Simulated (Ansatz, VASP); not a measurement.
# CaIn2As2 in VASP and in Ansatz

```
Ca In As
1.0
     4.14820    0.00000    0.00000
    -2.07410    3.59245    0.00000
     0.00000    0.00000   17.72600
Ca In As
2 4 4
Cartesian
  0.0000 0.0000 0.0000
  0.0000 0.0000 8.8630
  0.0000 2.3950 3.0370
  2.0741 1.1975 11.9000
  0.0000 2.3950 5.8260
  2.0741 1.1975 14.6890
  0.0000 2.3950 10.6593
  2.0741 1.1975 1.7963
  0.0000 2.3950 15.9297
  2.0741 1.1975 7.0667
```

Alike in both runs: functional PBE; k mesh 9 × 9 × 2; occupations fermi-dirac, width 0.05 eV; no spin polarisation.

Ansatz relaxed the structure, and its values are those at the end. VASP's run is a single point on that final structure, the one shown.

|  | VASP | Ansatz |
| --- | --- | --- |
| version | VASP 6.6.1 | Ansatz 0.2.0 |
| potentials or method | VASP PAW PBE potentials, release 64 (Ca_sv, In_d, As) | plane-wave PAW, scalar-relativistic |
| plane-wave cutoff (eV) | 520 | 420 |
| valence electrons in the cell | 92 | 132 |

Ansatz gave:

* pressure (GPa): 2.2
* rms of the force components (eV/Å): 0.000

Problem. Which values does VASP return?

Solution. Pressure (GPa): 2.4; rms of the force components (eV/Å): 0.006.

The functional is the same, so the differences come from potentials, cutoffs and numerics. VASP's potentials hold 92 valence electrons a cell and Ansatz's 132, so a difference there can come from the potentials and not from the codes. Ansatz's warnings: stress scf threshold loose.
